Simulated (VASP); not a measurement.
NaF: single point with PBE+D4

NaF:

```xyz
2
Lattice="0.0000 2.3233 2.3233 2.3233 0.0000 2.3233 2.3233 2.3233 0.0000" Properties=species:S:1:pos:R:3 pbc="T T T"
Na    0.0000    0.0000    0.0000
F     2.3233    2.3233    2.3233
```

```yaml
Program: VASP 6.6.1
Task: single point
Functional: PBE
Dispersion: D4
Potentials_or_basis: VASP PAW PBE potentials, release 64 (Na_pv, F)
Cutoff: 520 eV
k_mesh: 8 × 8 × 8
Occupations: gaussian, width 0.05 eV
Spin: no spin polarisation
```

| Item | Value |
| --- | --- |
| Pressure | 0.9 GPa |
| Band gap on the k mesh | 6.26 eV, direct |
| Dispersion energy per atom | -0.051 eV |

Levels at points of the mesh, in eV from the valence-band top:
```tsv
k point	band 5	band 6	band 7	band 8	band 9	band 10
(0.00, 0.00, 0.00)	0.00	0.00	0.00	6.26	18.92	18.92
(0.50, 0.00, 0.00)	-1.57	-0.25	-0.25	10.73	12.40	20.02
(0.50, 0.50, 0.00)	-1.26	-0.40	-0.40	13.08	13.28	13.52
```

Run time: 20 s on 1 thread of AMD EPYC 7R13, with other jobs on the host, peak memory 0.1 GiB.

A hybrid or GW would open this gap; PBE tends to underestimate it.
